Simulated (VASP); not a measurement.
# SnGe2 (Fm-3m) in VASP: further runs

SnGe2 is run at these levels: PBE; tasks: single point.

All numbers are computed with VASP 6.6.1; they aren't measurements. Logs are shortened: lines on timing, memory, paths and dates and some standing lists are left out, and cuts for length are marked.

### 1 The cell of the first run

The structure is cubic, space group Fm-3m (No. 225). Conventional cell: a = 6.245 Å, b = 6.245 Å, c = 6.245 Å, α = 90.00°, β = 90.00°, γ = 90.00°. Sn (site symmetry m-3m) has 8 Ge at 2.70 Å within 3.6 Å. Ge (site symmetry -43m) has 4 Sn at 2.70 Å and 6 Ge at 3.12 Å within 3.6 Å.

### 2 Single point, PBE

The input, INCAR:

```
SYSTEM = SnGe2
ALGO = Normal ; EDIFF = 1E-6
ENCUT = 520 ; GGA = PE
ISIF = 2 ; ISMEAR = -1
LASPH = .TRUE. ; LCHARG = .FALSE.
LREAL = .FALSE. ; LWAVE = .FALSE.
NBANDS = 28 ; NELM = 100
PREC = Accurate ; SIGMA = 0.15
```

The input, KPOINTS:

```
k-points
0
G
  12 12 12
  0 0 0
```

The input, POSCAR:

```
SnGe2
1.0
    0.0000000000      3.1226511417      3.1226511417
    3.1226511417      0.0000000000      3.1226511417
    3.1226511417      3.1226511417      0.0000000000
Sn Ge
1 2
Direct
    0.0000000000      0.0000000000      0.0000000000
    0.7500000000      0.7500000000      0.7500000000
    0.2500000000      0.2500000000      0.2500000000
```

Potentials or basis: VASP PAW PBE potentials, release 64 (Sn_d, Ge_d).

Launch:

```
$ cat potpaw_PBE.64/Sn_d/POTCAR potpaw_PBE.64/Ge_d/POTCAR > POTCAR
$ mpirun -np 1 vasp_std > vasp.out
```

OUTCAR:

```text
SYSTEM = SnGe2
   EDIFF = 1E-6
   ENCUT = 520
   GGA = PE
   ISIF = 2
   ISMEAR = -1
   LASPH = .TRUE.
   LREAL = .FALSE.
   NELM = 100
   PREC = Accurate

 ion  position               nearest neighbor table
   1  0.000  0.000  0.000-   2 2.70   2 2.70   2 2.70   2 2.70   3 2.70   3 2.70   3 2.70   3 2.70

   2  0.750  0.750  0.750-   1 2.70   1 2.70   1 2.70   1 2.70
   3  0.250  0.250  0.250-   1 2.70   1 2.70   1 2.70   1 2.70

  LATTYP: Found a face centered cubic cell.
 ALAT       =     6.2453022834

  Lattice vectors:

 A1 = (   0.0000000000,   3.1226511417,   3.1226511417)
 A2 = (   3.1226511417,   0.0000000000,   3.1226511417)
 A3 = (   3.1226511417,   3.1226511417,   0.0000000000)

Analysis of symmetry for initial positions (statically):
=====================================================================
 Subroutine PRICEL returns:
 Original cell was already a primitive cell.

 Routine SETGRP: Setting up the symmetry group for a
 face centered cubic supercell.

 Subroutine GETGRP returns: Found 48 space group operations
 (whereof 48 operations were pure point group operations)
 out of a pool of 48 trial point group operations.

The static configuration has the point symmetry O_h .

Analysis of symmetry for dynamics (positions and initial velocities):
=====================================================================
 Subroutine PRICEL returns:
 Original cell was already a primitive cell.

 Routine SETGRP: Setting up the symmetry group for a
 face centered cubic supercell.

 Subroutine GETGRP returns: Found 48 space group operations
 (whereof 48 operations were pure point group operations)
 out of a pool of 48 trial point group operations.

The dynamic configuration has the point symmetry O_h .

 Subroutine INISYM returns: Found 48 space group operations
 (whereof 48 operations are pure point group operations),
 and found     1 'primitive' translations

----------------------------------------------------------------------------------------

                                     Primitive cell

  volume of cell :      60.8976

  direct lattice vectors                    reciprocal lattice vectors
     0.000000000  3.122651142  3.122651142    -0.160120352  0.160120352  0.160120352
     3.122651142  0.000000000  3.122651142     0.160120352 -0.160120352  0.160120352
     3.122651142  3.122651142  0.000000000     0.160120352  0.160120352 -0.160120352

  length of vectors
     4.416095595  4.416095595  4.416095595     0.277336585  0.277336585  0.277336585

  position of ions in fractional coordinates (direct lattice)
     0.000000000  0.000000000  0.000000000
     0.750000000  0.750000000  0.750000000
     0.250000000  0.250000000  0.250000000

  ion indices of the primitive-cell ions
   primitive index   ion index
                 1           1
                 2           2
                 3           3

----------------------------------------------------------------------------------------

 KPOINTS: k-points

Automatic generation of k-mesh.
 Grid dimensions read from file:
 generate k-points for:   12   12   12

 Generating k-lattice:

  Cartesian coordinates                     Fractional coordinates (reciprocal lattice)
    -0.013343363  0.013343363  0.013343363     0.083333333  0.000000000  0.000000000
     0.013343363 -0.013343363  0.013343363     0.000000000  0.083333333  0.000000000
     0.013343363  0.013343363 -0.013343363     0.000000000  0.000000000  0.083333333

  Length of vectors
     0.023111382  0.023111382  0.023111382

  Shift w.r.t. Gamma in fractional coordinates (k-lattice)
     0.000000000  0.000000000  0.000000000

 Subroutine IBZKPT returns following result:
 ===========================================

 Found     72 irreducible k-points:

 Following reciprocal coordinates:
            Coordinates               Weight
  0.000000  0.000000  0.000000      1.000000
  0.083333  0.000000  0.000000      8.000000
  0.166667  0.000000  0.000000      8.000000
  0.250000  0.000000  0.000000      8.000000
  0.333333  0.000000  0.000000      8.000000
  0.416667  0.000000  0.000000      8.000000
[... 16 lines left out ...]
  0.500000  0.166667  0.000000     24.000000
 -0.416667  0.166667  0.000000     24.000000
 [... further k-points ...]
   k-points           NKPTS =     72   k-points in BZ     NKDIM =     72   number of bands    NBANDS=     28
   number of dos      NEDOS =    301   number of ions     NIONS =      3
   total plane-waves  NPLWV =  46656
   dimension x,y,z NGX =    36 NGY =   36 NGZ =   36
   dimension x,y,z NGXF=    72 NGYF=   72 NGZF=   72
   ions per type =               1   2
   NGX,Y,Z   is equivalent  to a cutoff of  13.55, 13.55, 13.55 a.u.
   NGXF,Y,Z  is equivalent  to a cutoff of  27.10, 27.10, 27.10 a.u.
 SYSTEM =  SnGe2
   PREC   = accura    normal or accurate (medium, high low for compatibility)
   ISTART =      0    job   : 0-new  1-cont  2-samecut
   ICHARG =      2    charge: 1-file 2-atom 10-const
   ISPIN  =      1    spin polarized calculation?
   LNONCOLLINEAR =      F non collinear calculations
   LSORBIT =      F    spin-orbit coupling
   LASPH  =      T    aspherical Exc in radial PAW
   ENCUT  =  520.0 eV  38.22 Ry    6.18 a.u.   8.21  8.21  8.21*2*pi/ulx,y,z
   NELM   =    100;   NELMIN=  2; NELMDL= -5     # of ELM steps
   EDIFF  = 0.1E-05   stopping-criterion for ELM
   LREAL  =      F    real-space projection
   EDIFFG = 0.1E-04   stopping-criterion for IOM
   NSW    =      0    number of steps for IOM
   IBRION =     -1    ionic relax: 0-MD 1-quasi-New 2-CG
   NFREE  =      0    steps in history (QN), initial steepest desc. (CG)
   ISIF   =      2    stress and relaxation
   ISYM   =      2    0-nonsym 1-usesym 2-fastsym
   POTIM  = 0.5000    time-step for ionic-motion
   TEBEG  =    0.0;   TEEND  =   0.0 temperature during run
   PSTRESS=    0.0 pullay stress
   NELECT =      42.0000    total number of electrons
   NUPDOWN=      -1.0000    fix difference up-down
   EMIN   =  10.00;   EMAX   =-10.00  energy-range for DOS
   EFERMI =   0.00;   METHOD = LEGACY
   ISMEAR =    -1;   SIGMA  =   0.15  broadening in eV -4-tet -1-fermi 0-gaus
   EFERMI_NEDOS =   21; number of points for ismear=-14 and -15
   IALGO  =     38    algorithm
   IMIX   =      4    mixing-type and parameters
     AMIX     =   0.40;   BMIX     =  1.00
     AMIX_MAG =   1.60;   BMIX_MAG =  1.00
  volume/ion in A,a.u.               =      20.30       136.99
  Fermi-wavevector in a.u.,A,eV,Ry     =   1.446409  2.733317 28.464737  2.092099
  Thomas-Fermi vector in A             =   2.564481
   LORBIT       =      0    0 simple, 1 ext, 2 COOP (PROOUT), +10 PAW based schemes
   GGA     = PE    functional components
   LHFCALC =     F    Hartree Fock is set to
   AEXX    =    0.0000 exact exchange contribution
   IVDW    =     0    specifies the selected vdW correction
   LEPSILON=     F    determine dielectric tensor
   LRPA    =     F    only Hartree local field effects (RPA)
 non-spin polarized calculation
  energy-cutoff  :      520.00
  volume of cell :       60.90
 maximum number of plane-waves:      1676
 NGX is ok and might be reduce to    36
   NGX = 17   NGY = 17   NGZ = 17

 number of electron      41.9999975 magnetization

 Free energy of the ion-electron system (eV)
  ---------------------------------------------------
  ext. energy  EPLUGINS =         0.00000000
  ---------------------------------------------------
  free energy    TOTEN  =       -10.94446136 eV

  energy without entropy =      -10.83798769  energy(sigma->0) =      -10.89122453

 E-fermi :   8.2389     XC(G=0): -11.0059

 val. band max:        8.2010468654   @ k =  -0.4167   0.4167   0.0833
 cond. band min:       8.2621268221   @ k =   0.3333   0.1667   0.0000
 fundamental gap:      0.0610799567
 Fermi energy:         8.2389004277

 k-point     1 :       0.0000    0.0000    0.0000
  band No.  band energies     occupation
      1     -16.7019      2.00000
      2     -16.7019      2.00000
      3     -16.6815      2.00000
      4     -16.6815      2.00000
      5     -16.6815      2.00000
      6     -16.6436      2.00000
[... 20 lines left out ...]
     27      11.4665      0.00000
     28      14.0903      0.00000

 k-point     2 :       0.0833    0.0000    0.0000
  band No.  band energies     occupation
      1     -16.6999      2.00000
      2     -16.6999      2.00000
      3     -16.6819      2.00000
      4     -16.6810      2.00000
      5     -16.6810      2.00000
      6     -16.6442      2.00000
[... 20 lines left out ...]
     27      11.3706      0.00000
     28      14.5375      0.00000

 k-point     3 :       0.1667    0.0000    0.0000
  band No.  band energies     occupation
      1     -16.6941      2.00000
      2     -16.6941      2.00000
      3     -16.6822      2.00000
      4     -16.6793      2.00000
      5     -16.6793      2.00000
      6     -16.6461      2.00000
[... 20 lines left out ...]
     27      11.6020      0.00000
     28      15.5890      0.00000

 k-point     4 :       0.2500    0.0000    0.0000
  band No.  band energies     occupation
      1     -16.6851      2.00000
      2     -16.6851      2.00000
      3     -16.6811      2.00000
      4     -16.6766      2.00000
      5     -16.6766      2.00000
      6     -16.6490      2.00000
[... 20 lines left out ...]
     27      13.3860      0.00000
     28      16.9332      0.00000

 k-point     5 :       0.3333    0.0000    0.0000
  band No.  band energies     occupation
      1     -16.6778      2.00000
      2     -16.6743      2.00000
      3     -16.6743      2.00000
      4     -16.6726      2.00000
      5     -16.6726      2.00000
      6     -16.6528      2.00000
[... 20 lines left out ...]
     27      15.4780      0.00000
     28      17.2995      0.00000

 k-point     6 :       0.4167    0.0000    0.0000
  band No.  band energies     occupation
      1     -16.6729      2.00000
      2     -16.6697      2.00000
      3     -16.6697      2.00000
      4     -16.6605      2.00000
      5     -16.6605      2.00000
      6     -16.6566      2.00000
[... 463 lines left out ...]
      5     -16.6647      2.00000
      6     -16.6530      2.00000
[... 20 lines left out ...]
     27      14.0682      0.00000
     28      16.2300      0.00000

 k-point    22 :       0.4167    0.1667    0.0000
  band No.  band energies     occupation
      1     -16.6819      2.00000
      2     -16.6813      2.00000
      3     -16.6704      2.00000
      4     -16.6679      2.00000
      5     -16.6585      2.00000
      6     -16.6548      2.00000
[... 20 lines left out ...]
     27      15.7342      0.00000
     28      16.1792      0.00000

 k-point    23 :       0.5000    0.1667    0.0000
  band No.  band energies     occupation
      1     -16.6764      2.00000
      2     -16.6724      2.00000
      3     -16.6661      2.00000
      4     -16.6659      2.00000
      5     -16.6617      2.00000
      6     -16.6581      2.00000
[... 20 lines left out ...]
     27      15.2416      0.00000
     28      16.8812      0.00000

 k-point    24 :      -0.4167    0.1667    0.0000
  band No.  band energies     occupation
      1     -16.6731      2.00000
      2     -16.6698      2.00000
      3     -16.6669      2.00000
      4     -16.6652      2.00000
      5     -16.6623      2.00000
      6     -16.6584      2.00000
[... 20 lines left out ...]
     27      16.0428      0.00000
     28      17.4387      0.00000

 [... further k-points ...]
[... 5 lines left out ...]
  --------------------------------------------------------------------------------------
  -------------------------------------------------------------------------------------
  Total        7.9973852      7.9973852      7.9973852     -0.0000000     -0.0000000      0.0000000
  in kB      210.4060362    210.4060362    210.4060362     -0.0000000     -0.0000000      0.0000000
  external PRESSURE =     210.4060362 kB  Pullay stress =       0.0000000 kB

 VOLUME and BASIS-vectors are now :
 -----------------------------------------------------------------------------
  energy-cutoff  :      520.00
  volume of cell :       60.90
      direct lattice vectors                 reciprocal lattice vectors
     0.000000000  3.122651142  3.122651142    -0.160120352  0.160120352  0.160120352
     3.122651142  0.000000000  3.122651142     0.160120352 -0.160120352  0.160120352
     3.122651142  3.122651142  0.000000000     0.160120352  0.160120352 -0.160120352

 POSITION                                       TOTAL-FORCE (eV/Angst)
 -----------------------------------------------------------------------------------
      0.00000      0.00000      0.00000         0.000000     -0.000000      0.000000
      4.68398      4.68398      4.68398         0.000000      0.000000      0.000000
      1.56133      1.56133      1.56133        -0.000000     -0.000000     -0.000000
 -----------------------------------------------------------------------------------
    total drift:                                0.000000      0.000000      0.000000

  FREE ENERGIE OF THE ION-ELECTRON SYSTEM (eV)
  ---------------------------------------------------
  free  energy   TOTEN  =       -10.9444613635 eV

  energy  without entropy=      -10.8379876869  energy(sigma->0) =      -10.89122453
```

Run time: 60 s. Hardware: 1 thread of Intel Xeon Platinum 8488C (Sapphire Rapids), shared host; peak memory 0.27 GiB.

Results:

```
Free energy            : -10.9445 eV
Pressure               : 21.0 GPa
Band gap on the k mesh : zero (band 21 reaches 9.07 eV, above the bottom of band 22 at 7.01 eV)
```

Caveat: spin-orbit coupling is left out, which moves the levels of the heavy elements.

### 3 Single point, PBE

This run uses another cell than the first one, of 21.76 Å³/atom, 1.072 times its volume.

The input, INCAR:

```
SYSTEM = SnGe2
ALGO = Normal
EDIFF = 1E-7
ENCUT = 520
GGA = PE
ISIF = 2
ISMEAR = -1
LASPH = .True.
LCHARG = .True.
LELF = .True.
LREAL = .False.
LVHAR = .True.
LWAVE = .False.
NBANDS = 28
NELM = 80
PREC = Accurate
SIGMA = 0.15
```

The input, KPOINTS:

```
k-points
0
Gamma
  12 12 12
  0 0 0
```

The input, POSCAR:

```
SnGe2
1.0
    0.0000000000      3.1960354291      3.1960354291
    3.1960354291      0.0000000000      3.1960354291
    3.1960354291      3.1960354291      0.0000000000
Sn Ge
1 2
Direct
    0.0000000000      0.0000000000      0.0000000000
    0.7500000000      0.7500000000      0.7500000000
    0.2500000000      0.2500000000      0.2500000000
```

Potentials or basis: VASP PAW PBE potentials, release 64 (Sn_d, Ge_d).

Launch:

```
$ cat potpaw_PBE.64/Sn_d/POTCAR potpaw_PBE.64/Ge_d/POTCAR > POTCAR
$ mpirun -np 1 vasp_std > vasp.out
```

Wall time 71 s (1 thread of Intel Xeon Platinum 8488C (Sapphire Rapids), shared host); peak memory 0.28 GiB.

The run converged. Its results:

| Quantity | Value |
| --- | --- |
| Free energy | -11.4060 eV |
| Pressure | 13.0 GPa |
| Band gap on the k mesh | zero (band 21 reaches 8.21 eV, above the bottom of band 22 at 6.28 eV) |

Levels at points of the mesh, in eV from the Fermi level:
```tsv
k point	band 19	band 20	band 21	band 22	band 23	band 24
(0.00, 0.00, 0.00)	-1.52	-1.52	-0.96	-0.82	-0.82	-0.82
(0.50, 0.00, 0.00)	-2.83	-2.83	-0.70	-0.66	-0.66	4.76
(0.50, 0.50, 0.00)	-4.75	-4.75	-1.00	3.88	3.88	5.11
```

Caveat: spin-orbit coupling is left out, which moves the levels of the heavy elements.

### 4 Single point, PBE

This run uses another cell than the first one, of 23.97 Å³/atom, 1.181 times its volume.

The input, INCAR:

```
SYSTEM = SnGe2
PREC = Accurate
ENCUT = 520
EDIFF = 1E-6
ISMEAR = -1
SIGMA = 0.15
LREAL = .False.
LASPH = .True.
NELM = 100
ALGO = Normal
ISIF = 2
LWAVE = .False.
LCHARG = .False.
GGA = PE
NBANDS = 28
```

The input, KPOINTS:

```
Automatic mesh
0
Gamma
  12 12 12
  0 0 0
```

The input, POSCAR:

```
SnGe2
1.0
    0.0000000000      3.3003832222      3.3003832222
    3.3003832222      0.0000000000      3.3003832222
    3.3003832222      3.3003832222      0.0000000000
Sn Ge
1 2
Direct
    0.0000000000      0.0000000000      0.0000000000
    0.7500000000      0.7500000000      0.7500000000
    0.2500000000      0.2500000000      0.2500000000
```

Launch:

```
$ cat potpaw_PBE.64/Sn_d/POTCAR potpaw_PBE.64/Ge_d/POTCAR > POTCAR
$ mpirun -np 1 vasp_std > vasp.out
```

Run time: 62 s. Hardware: 1 thread of Intel Xeon Platinum 8488C (Sapphire Rapids), shared host; peak memory 0.28 GiB.

It converged, with:

| Item | Value |
| --- | --- |
| Free energy | -11.7652 eV |
| Pressure | 5.0 GPa |
| Band gap on the k mesh | zero (band 21 reaches 7.08 eV, above the bottom of band 22 at 5.36 eV) |

Levels at points of the mesh, in eV from the Fermi level:
```
           k point  band 17  band 18  band 19  band 20  band 21  band 22  band 23  band 24  band 25  band 26
(0.00, 0.00, 0.00)    -5.62    -1.63    -1.32    -1.32    -1.32    -0.69    -0.69    -0.69     3.18     3.18
(0.50, 0.00, 0.00)    -9.27    -4.68    -2.52    -2.52    -0.75    -0.50    -0.50     4.16     5.30     5.30
(0.50, 0.50, 0.00)    -8.42    -7.22    -4.26    -4.26    -0.83     3.54     3.54     4.65     4.74     6.50
```

Caveat: spin-orbit coupling is left out, which moves the levels of the heavy elements.

[end of part 1 of 2]
